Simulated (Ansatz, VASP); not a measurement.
# BeS: VASP beside Ansatz

```
Be S
1.0
     0.00000    2.31730    2.31730
     2.31730    0.00000    2.31730
     2.31730    2.31730    0.00000
Be S
1 1
Direct
  0.00000 0.00000 0.00000
  0.50000 0.50000 0.50000
```

Alike in both runs: task single point; functional PBEsol; k mesh 6 × 6 × 6; occupations gaussian, width 0.001 eV; no spin polarisation.

|  | VASP | Ansatz |
| --- | --- | --- |
| version | VASP 6.6.1 | Ansatz 0.2.0 |
| potentials or method | VASP PAW PBE potentials, release 64 (Be, S) | plane waves |
| plane-wave cutoff (eV) | 600 | 420 |
| valence electrons in the cell | 8 | 8 |

VASP gave:

| Property | Result |
| --- | --- |
| gap on the k mesh at the Fermi level (eV) | 0.96 |
| pressure (GPa) | -2.8 |

Problem. Estimate Ansatz's values.

Solution. gap on the k mesh at the Fermi level (eV): 0.94; pressure (GPa): -2.9.

VASP's potentials were made for PBE, not for PBEsol. The functional is the same, so the differences come from potentials, cutoffs and numerics.
